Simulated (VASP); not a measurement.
Input of a VASP 6.6.1 run:

INCAR

```
SYSTEM = K
  PREC = Accurate
  ENCUT = 400
  EDIFF = 1E-6
  ISMEAR = 0
  SIGMA = 0.1
  LREAL = .FALSE.
  LASPH = .TRUE.
  NELM = 120
  ALGO = Normal
  ISIF = 2
  LWAVE = .FALSE.
  LCHARG = .FALSE.
  GGA = PE
  NBANDS = 10
  GGA_COMPAT = .FALSE.
```

The input KPOINTS:

```
regular mesh
0
G
  6 6 6
  0 0 0
```

The input POSCAR:

```
K
1.0
    0.0000000000      4.7055720000      4.7055720000
    4.7055720000      0.0000000000      4.7055720000
    4.7055720000      4.7055720000      0.0000000000
K
1
Direct
    0.5000000000      0.5000000000      0.5000000000
```

Potentials or basis: VASP PAW PBE potentials, release 64 (K_sv).

Run with:

```console
$ cat potpaw_PBE.64/K_sv/POTCAR > POTCAR
$ mpirun -np 1 vasp_std > vasp.out
```

(1) What does it give for the pressure?

Answers

(1) -0.5 GPa.
